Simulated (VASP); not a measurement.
# AlN in VASP: further runs

Runs on AlN. Level: PBE+D3(BJ). Tasks: single point.

Everything below comes from runs of VASP 6.6.1. Logs are shortened: lines on timing, memory, paths and dates and some standing lists are left out, and cuts for length are marked.

### 1 The cell of the first run

The cell holds a slab with vacuum, 24 atoms: a = 6.219 Å, b = 4.979 Å, c = 22.283 Å, α = 90.00°, β = 90.00°, γ = 90.00°.

### 2 Single point, PBE+D3(BJ)

Contents of INCAR:

```
ALGO = Normal
DIPOL = 0.5 0.5 0.499
EDIFF = 1E-6
ENCUT = 520
GGA = PE
IDIPOL = 3
ISIF = 2
ISMEAR = 0
IVDW = 12
LASPH = T
LCHARG = T
LDIPOL = T
LELF = T
LREAL = Auto
LVACPOTAV = T
LVHAR = T
LWAVE = F
NBANDS = 66
NELM = 80
PREC = Accurate
SIGMA = 0.05
```

Contents of KPOINTS:

```
k-points
0
Gamma
  3 3 1
```

Contents of POSCAR:

```
AlN
1.0
    6.2188310381      0.0000000000      0.0000000000
    0.0000000000      4.9787845600      0.0000000000
    0.0000000000      0.0000000000     22.2832766044
Al N
12 12
Direct
    0.5000000000      0.9984424904      0.3590136290
    0.0000000000      0.9984424904      0.3590136290
    0.7500000000      0.4984424904      0.3992954493
    0.2500000000      0.4984424904      0.3992954493
    0.7500000000      0.9984424904      0.4798590899
    0.2500000000      0.9984424904      0.4798590899
    0.0000000000      0.4965143237      0.5179675073
    0.5000000000      0.4965143237      0.5179675073
    0.0000000000      1.0043883636      0.6037029667
    0.5000000000      1.0043883636      0.6037029667
    0.2500000000      0.4727364267      0.6292472535
    0.7500000000      0.4727364267      0.6292472535
    0.5000000000      0.6165575096      0.3590136290
    0.0000000000      0.6165575096      0.3590136290
    0.7500000000      0.1165575096      0.3992954493
    0.2500000000      0.1165575096      0.3992954493
    0.7500000000      0.6165575096      0.4798590899
    0.2500000000      0.6165575096      0.4798590899
    0.0000000000      0.1162351752      0.5189698588
    0.5000000000      0.1162351752      0.5189698588
    0.0000000000      0.6226809142      0.6007747929
    0.5000000000      0.6226809142      0.6007747929
    0.2500000000      0.1199543045      0.6388622674
    0.7500000000      0.1199543045      0.6388622674
```

Potentials or basis: VASP PAW PBE potentials, release 64 (Al, N).

The run is started by

```
$ cat potpaw_PBE.64/Al/POTCAR potpaw_PBE.64/N/POTCAR > POTCAR
$ mpirun -np 1 vasp_std > vasp.out
```

OUTCAR:

```text
EDIFF = 1E-6
   ENCUT = 520
   GGA = PE
   ISIF = 2
   ISMEAR = 0
   IVDW = 12
   LASPH = T
   LREAL = Auto
   NELM = 80
   PREC = Accurate
 IVDW          = 12

 ion  position               nearest neighbor table
   1  0.500  0.998  0.359-  15 1.89  16 1.89  13 1.90   4 3.07   3 3.07   3 3.07   4 3.07   2 3.11
                             2 3.11   5 3.11   6 3.11
   2  0.000  0.998  0.359-  15 1.89  16 1.89  14 1.90   4 3.07   3 3.07   3 3.07   4 3.07   1 3.11
                             1 3.11   5 3.11   6 3.11
   3  0.750  0.498  0.399-  13 1.89  14 1.89  17 1.89  15 1.90   7 3.07   8 3.07   1 3.07   2 3.07
                             1 3.07   2 3.07   5 3.07   5 3.07   4 3.11   4 3.11
   4  0.250  0.498  0.399-  13 1.89  14 1.89  18 1.89  16 1.90   7 3.07   8 3.07   1 3.07   2 3.07
                             1 3.07   2 3.07   6 3.07   6 3.07   3 3.11   3 3.11
   5  0.750  0.998  0.480-  19 1.88  20 1.88  15 1.89  17 1.90   7 3.05   8 3.05   7 3.06   8 3.06
                             3 3.07   3 3.07   6 3.11   6 3.11   1 3.11   2 3.11   9 3.17  10 3.17
   6  0.250  0.998  0.480-  19 1.88  20 1.88  16 1.89  18 1.90   7 3.05   8 3.05   7 3.06   8 3.06
                             4 3.07   4 3.07   5 3.11   5 3.11   1 3.11   2 3.11   9 3.17  10 3.17
   7  0.000  0.497  0.518-  17 1.87  18 1.87  19 1.89  21 1.95  11 2.93  12 2.93   5 3.05   6 3.05
                             5 3.06   6 3.06   3 3.07   4 3.07   9 3.11   8 3.11   8 3.11   9 3.17
   8  0.500  0.497  0.518-  17 1.87  18 1.87  20 1.89  22 1.95  11 2.93  12 2.93   5 3.05   6 3.05
                             5 3.06   6 3.06   3 3.07   4 3.07  10 3.11   7 3.11   7 3.11  10 3.17
   9  0.000  0.004  0.604-  23 1.83  24 1.83  21 1.90  19 1.97  11 2.86  12 2.86   7 3.11  10 3.11
[... 27 lines left out ...]
 A1 = (   0.0000000000,  -4.9787845600,   0.0000000000)
 A2 = (   6.2188310381,   0.0000000000,   0.0000000000)
 A3 = (   0.0000000000,   0.0000000000,  22.2832766044)

Analysis of symmetry for initial positions (statically):
=====================================================================
 Subroutine PRICEL returns following result:

  LATTYP: Found a simple orthorhombic cell.
 ALAT       =     3.1094155191
 B/A-ratio  =     1.6011962793
 C/A-ratio  =     7.1663875310

  Lattice vectors:

 A1 = (   3.1094155191,   0.0000000000,   0.0000000000)
 A2 = (   0.0000000000,   4.9787845600,   0.0000000000)
 A3 = (   0.0000000000,   0.0000000000,  22.2832766044)

   2 primitive cells build up your supercell.

 Routine SETGRP: Setting up the symmetry group for a
 simple orthorhombic supercell.

 Subroutine GETGRP returns: Found  2 space group operations
 (whereof  2 operations were pure point group operations)
 out of a pool of  8 trial point group operations.

The static configuration has the point symmetry C_1h.

Analysis of symmetry for dynamics (positions and initial velocities):
=====================================================================
[... 141 lines left out ...]
     AMIX_MAG =   1.60;   BMIX_MAG =  1.00
  volume/ion in A,a.u.               =      28.75       194.00
  Fermi-wavevector in a.u.,A,eV,Ry     =   0.848324  1.603099  9.791472  0.719653
  Thomas-Fermi vector in A             =   1.963969
   LORBIT       =      0    0 simple, 1 ext, 2 COOP (PROOUT), +10 PAW based schemes
   GGA     = PE    functional components
   LHFCALC =     F    Hartree Fock is set to
   AEXX    =    0.0000 exact exchange contribution
   IVDW    =    12    specifies the selected vdW correction
   LEPSILON=     F    determine dielectric tensor
   LRPA    =     F    only Hartree local field effects (RPA)
 non-spin polarized calculation
 Gauss-broadening in eV      SIGMA  =   0.05
  energy-cutoff  :      520.00
  volume of cell :      689.94
 maximum number of plane-waves:     18601
 NGX is ok and might be reduce to    48
   NGX = 23   NGY = 19   NGZ = 83

 dipolmoment           0.000000      0.000000     -0.000000 electrons x Angstroem

 number of electron      95.9999995 magnetization

 dipolmoment           0.000000      0.000000      0.065201 electrons x Angstroem

 Free energy of the ion-electron system (eV)
  ---------------------------------------------------
  ext. energy  EPLUGINS =         0.00000000
  ---------------------------------------------------
  free energy    TOTEN  =      -169.27470334 eV

  energy without entropy =     -169.27470334  energy(sigma->0) =     -169.27470334

 E-fermi :  -0.6277     XC(G=0):  -4.6848

 val. band max:       -0.8712658362   @ k =   0.0000   0.3333   0.0000
 cond. band min:       0.6634997757   @ k =   0.0000   0.0000   0.0000
 fundamental gap:      1.5347656119
 Fermi energy:        -0.6276815434

 k-point     1 :       0.0000    0.0000    0.0000
  band No.  band energies     occupation
      1     -16.4590      2.00000
      2     -15.7995      2.00000
      3     -14.9866      2.00000
      4     -14.9553      2.00000
      5     -14.9404      2.00000
      6     -14.2576      2.00000
[... 241 lines left out ...]
     59       5.2263      0.00000
     60       5.3509      0.00000
 [bands above 60 left out]

------------------------ aborting loop because EDIFF is reached ----------------------------------------

 Edisp (eV)   -4.82899

 E8    (eV) :    -1.9534

  FORCE on cell =-STRESS in cart. coord.  units (eV):
  Direction    XX          YY          ZZ          XY          YZ          ZX
  --------------------------------------------------------------------------------------
  -------------------------------------------------------------------------------------
  Total       6.20704    -5.80619    -1.58317     0.00000     0.65007     0.00000
  in kB      14.41399   -13.48313    -3.67642     0.00000     1.50960     0.00000
  external pressure =       -0.92 kB  Pullay stress =        0.00 kB

 VOLUME and BASIS-vectors are now :
 -----------------------------------------------------------------------------
  energy-cutoff  :      520.00
  volume of cell :      689.94
      direct lattice vectors                 reciprocal lattice vectors
     6.218831038  0.000000000  0.000000000     0.160801925  0.000000000  0.000000000
     0.000000000  4.978784560  0.000000000     0.000000000  0.200852234  0.000000000
     0.000000000  0.000000000 22.283276604     0.000000000  0.000000000  0.044876704

 POSITION                                       TOTAL-FORCE (eV/Angst)
 -----------------------------------------------------------------------------------
      3.10942      4.97103      8.00000        -0.000000     -1.804675      1.890946
      0.00000      4.97103      8.00000        -0.000000     -1.804675      1.890946
      4.66412      2.48164      8.89761        -0.000000      1.003093     -1.724141
      1.55471      2.48164      8.89761        -0.000000      1.003093     -1.724141
      4.66412      4.97103     10.69283        -0.000000     -0.326769      0.354993
      1.55471      4.97103     10.69283        -0.000000     -0.326769      0.354993
[... 16 lines left out ...]
      1.55471      0.59723     14.23594        -0.000000     -0.013154     -0.008492
      4.66412      0.59723     14.23594        -0.000000     -0.013154     -0.008492
 -----------------------------------------------------------------------------------
    total drift:                                0.000000      0.000938     -0.010858

  FREE ENERGIE OF THE ION-ELECTRON SYSTEM (eV)
  ---------------------------------------------------
  free  energy   TOTEN  =      -174.1036932611 eV

  energy  without entropy=     -174.1036932611  energy(sigma->0) =     -174.10369326

 vacuum level on the upper side and lower side of the slab         4.508         4.126
```

OSZICAR:

```text
N       E                     dE             d eps       ncg     rms          rms(c)
DAV:   1     0.746432894586E+03    0.74643E+03   -0.37710E+04   528   0.116E+03
DAV:   2    -0.533955159826E+02   -0.79983E+03   -0.76141E+03   736   0.267E+02
DAV:   3    -0.199155500207E+03   -0.14576E+03   -0.14426E+03   664   0.116E+02
[... 20 lines left out ...]
DAV:  24    -0.169274687090E+03   -0.38009E-04   -0.20082E-06   486   0.339E-03    0.776E-04
DAV:  25    -0.169274698111E+03   -0.11021E-04   -0.40814E-07   432   0.169E-03    0.386E-04
DAV:  26    -0.169274701348E+03   -0.32372E-05   -0.13347E-07   432   0.851E-04    0.218E-04
DAV:  27    -0.169274702979E+03   -0.16301E-05   -0.10238E-07   400   0.745E-04    0.282E-04
DAV:  28    -0.169274703336E+03   -0.35715E-06   -0.39191E-08   416   0.497E-04
   1 F= -.17410369E+03 E0= -.17410369E+03  d E =-.440899E-12
```

Run time: 9.1 min. Hardware: 1 thread of AMD EPYC 7R13 (Zen 3), shared host; peak memory 0.64 GiB.

Results:

* Free energy: -174.1037 eV
* Largest force: 2.614 eV/Å
* Band gap on the k mesh: 1.53 eV
* Dispersion energy per atom: -0.201 eV

Forces in eV/Å, atoms in the order of the input:
```
Al   0.000 -1.805  1.891
Al   0.000 -1.805  1.891
Al   0.000  1.003 -1.724
Al   0.000  1.003 -1.724
Al   0.000 -0.327  0.355
Al   0.000 -0.327  0.355
Al   0.000  0.003  0.008
Al   0.000  0.003  0.008
Al   0.000 -0.012 -0.003
Al   0.000 -0.012 -0.003
Al   0.000  0.015 -0.013
Al   0.000  0.015 -0.013
N    0.000  0.792  0.357
N    0.000  0.792  0.357
N    0.000  0.335 -1.306
N    0.000  0.335 -1.306
N    0.000 -0.001  0.447
N    0.000 -0.001  0.447
N    0.000  0.000  0.000
N    0.000  0.000  0.000
N    0.000  0.010 -0.003
N    0.000  0.010 -0.003
N    0.000 -0.013 -0.008
N    0.000 -0.013 -0.008
```

Levels at points of the mesh, in eV from the valence-band top:
| k point | band 46 | band 47 | band 48 | band 49 | band 50 | band 51 |
| --- | --- | --- | --- | --- | --- | --- |
| (0.00, 0.00, 0.00) | -0.26 | -0.13 | 0.00 | 1.53 | 2.70 | 2.98 |

Caveat: the k points lie up to 0.42 Å⁻¹ apart.

### 3 Single point, PBE+D3(BJ)

This run uses another cell than the first one, of 30.04 Å³/atom, 1.045 times its volume.

Contents of INCAR:

```
SYSTEM = AlN
PREC = Accurate
ENCUT = 520
EDIFF = 1E-7
ISMEAR = 0
SIGMA = 0.05
LREAL = Auto
LASPH = .TRUE.
NELM = 60
ALGO = Normal
ISIF = 2
LWAVE = .FALSE.
LCHARG = .FALSE.
LDIPOL = .TRUE.
IDIPOL = 3
DIPOL = 0.5 0.5 0.499
GGA = PE
IVDW = 12
NBANDS = 66
```

Contents of KPOINTS:

```
Automatic mesh
0
G
  5 6 1
  0 0 0
```

Contents of POSCAR:

```
AlN
1.0
    6.2188310357      0.0000000000      0.0000000000
    0.0000000000      4.9787845630      0.0000000000
    0.0000000000      0.0000000000     23.2832766019
Al N
12 12
Direct
    0.5000000000      0.9984424903      0.3650688924
    0.0000000000      0.9984424903      0.3650688924
    0.7500000000      0.4984424903      0.4036206374
    0.2500000000      0.4984424903      0.4036206374
    0.7500000000      0.9984424903      0.4807241275
    0.2500000000      0.9984424903      0.4807241275
    0.0000000000      0.4965493862      0.5172165722
    0.5000000000      0.4965493862      0.5172165722
    0.0000000000      1.0043842875      0.5992730917
    0.5000000000      1.0043842875      0.5992730917
    0.2500000000      0.4727202247      0.6237380270
    0.7500000000      0.4727202247      0.6237380270
    0.5000000000      0.6165575097      0.3650688924
    0.0000000000      0.6165575097      0.3650688924
    0.7500000000      0.1165575097      0.4036206374
    0.2500000000      0.1165575097      0.4036206374
    0.7500000000      0.6165575097      0.4807241275
    0.2500000000      0.6165575097      0.4807241275
    0.0000000000      0.1161930146      0.5181735877
    0.5000000000      0.1161930146      0.5181735877
    0.0000000000      0.6226538875      0.5964637803
    0.5000000000      0.6226538875      0.5964637803
    0.2500000000      0.1199057921      0.6329377165
    0.7500000000      0.1199057921      0.6329377165
```

Potentials or basis: VASP PAW PBE potentials, release 64 (Al, N).

The run is started by

```
$ cat potpaw_PBE.64/Al/POTCAR potpaw_PBE.64/N/POTCAR > POTCAR
$ mpirun -np 1 vasp_std > vasp.out
```

It took 14 min on 1 thread of Intel Xeon 6975P-C (Granite Rapids), shared host; peak memory 0.86 GiB.

Results (log left out):

- Free energy: -174.1175 eV
- Largest force: 2.610 eV/Å
- Band gap on the k mesh: 1.49 eV
- Dispersion energy per atom: -0.201 eV

Forces on the atoms (eV/Å):
```
Al   0.000 -1.800  1.890
Al   0.000 -1.800  1.890
Al   0.000  1.003 -1.713
Al   0.000  1.003 -1.713
Al   0.000 -0.323  0.357
Al   0.000 -0.323  0.357
Al   0.000  0.002  0.008
Al   0.000  0.002  0.008
Al   0.000 -0.015 -0.002
Al   0.000 -0.015 -0.002
Al   0.000  0.016 -0.019
Al   0.000  0.016 -0.019
N    0.000  0.789  0.357
N    0.000  0.789  0.357
N    0.000  0.333 -1.307
N    0.000  0.333 -1.307
N    0.000 -0.004  0.444
N    0.000 -0.004  0.444
N    0.000  0.001  0.000
N    0.000  0.001  0.000
N    0.000  0.011 -0.003
N    0.000  0.011 -0.003
N    0.000 -0.012 -0.011
N    0.000 -0.012 -0.011
```

Levels at points of the mesh, in eV from the valence-band top:
```tsv
k point	band 45	band 46	band 47	band 48	band 49	band 50	band 51	band 52
(0.00, 0.00, 0.00)	-0.49	-0.31	-0.18	-0.05	1.49	2.66	2.94	3.88
(0.00, 0.50, 0.00)	-0.39	-0.31	-0.24	0.00	1.76	2.92	3.12	3.73
```
